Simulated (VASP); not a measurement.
The system is Cd.

```
CELL_PARAMETERS angstrom
2.89873 0.00000 0.00000
-1.44937 2.51038 0.00000
0.00000 0.00000 5.47247
ATOMIC_POSITIONS crystal
Cd 0.33333 0.66667 0.25000
Cd 0.66667 0.33333 0.75000
```

```yaml
Program: VASP 6.6.1
Task: relaxation of cell and atoms
Functional: PBEsol
Potentials_or_basis: VASP PAW PBE potentials, release 64 (Cd)
Cutoff: 600 eV
k_mesh: 18 × 18 × 8
Occupations: gaussian, width 0.1 eV
Spin: no spin polarisation
```

At the start: pressure 4.3 GPa; volume 19.91 Å³/atom.

**Question.** How do energy, volume and symmetry change on relaxing?

**Answer.** Over 5 steps the energy falls by 14.9 meV/atom and the volume is 21.07 Å³/atom (+5.8 %); space group P6_3/mmc (No. 194, to 0.1 Å) before and after.

The path:
```tsv
step	energy change (eV)	largest force (eV/Å)	pressure (GPa)	volume (Å³)
1	0.0000	0.0000	4.30	39.82
2	-0.0264	0.0000	-1.16	42.98
3	-0.0297	0.0000	0.02	42.13
4	-0.0297	0.0000	-0.03	42.17
5	-0.0297	0.0000	-0.01	42.15
```

Final structure:
```
Cd
1.0
     2.96044    0.00000    0.00000
    -1.48022    2.56382    0.00000
     0.00000    0.00000    5.55329
Cd
2
Direct
  0.33333 0.66667 0.25000
  0.66667 0.33333 0.75000
```

Caveat: the PAW data sets were made with another functional, which shifts forces and pressure a little.
